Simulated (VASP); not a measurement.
A run of VASP 6.6.1 is set up as follows.

The input POSCAR:

```
Zn
1.0
    0.0000000000      1.9515891866      1.9515891866
    1.9515891866      0.0000000000      1.9515891866
    1.9515891866      1.9515891866      0.0000000000
Zn
1
Direct
    0.0000000000      0.0000000000      0.0000000000
```

INCAR.step1

```
SYSTEM = Zn
  PREC = Accurate
  ENCUT = 440
  EDIFF = 1E-5
  ISMEAR = 0
  SIGMA = 0.02
  LREAL = .FALSE.
  LASPH = .TRUE.
  NELM = 120
  ALGO = Normal
  ISIF = 2
  LWAVE = .TRUE.
  LCHARG = .FALSE.
  NBANDS = 12
  GGA = PE
  GGA_COMPAT = .FALSE.
```

File INCAR.step2:

```
SYSTEM = Zn
  PREC = Accurate
  ENCUT = 440
  EDIFF = 1E-6
  ISMEAR = 0
  SIGMA = 0.02
  LREAL = .FALSE.
  LASPH = .TRUE.
  NELM = 120
  ALGO = Normal
  ISIF = 2
  LWAVE = .FALSE.
  LCHARG = .FALSE.
  METAGGA = R2SCAN
  LHFCALC = .TRUE.
  AEXX = 0.1
  LMIXTAU = .TRUE.
  PRECFOCK = Normal
  IVDW = 13
  VDW_S6 = 1.0
  VDW_S8 = 0.8324
  VDW_A1 = 0.4944
  VDW_A2 = 5.9019
  NBANDS = 12
  ISTART = 1
  GGA_COMPAT = .FALSE.
```

KPOINTS

```
regular mesh
0
G
  8 8 8
  0 0 0
```

Potentials or basis: VASP PAW PBE potentials, release 64 (Zn).

Command:

```bash
$ cat potpaw_PBE.64/Zn/POTCAR > POTCAR
$ cp INCAR.step1 INCAR
$ mpirun -np 1 vasp_std > vasp.out
$ cp INCAR.step2 INCAR
$ mpirun -np 1 vasp_std > vasp.out
```

**Question.** Predict the band gap on the k mesh.

**Answer.** Zero (bands 6 and 7 overlap by 3.96 eV).

**Question.** Predict the dispersion energy per atom.

**Answer.** -0.132 eV.

**Question.** Estimate the pressure.

**Answer.** -3.7 GPa.

Caveat: the cell stands under tension; the PAW data sets were made with another functional, which shifts forces and pressure a little.
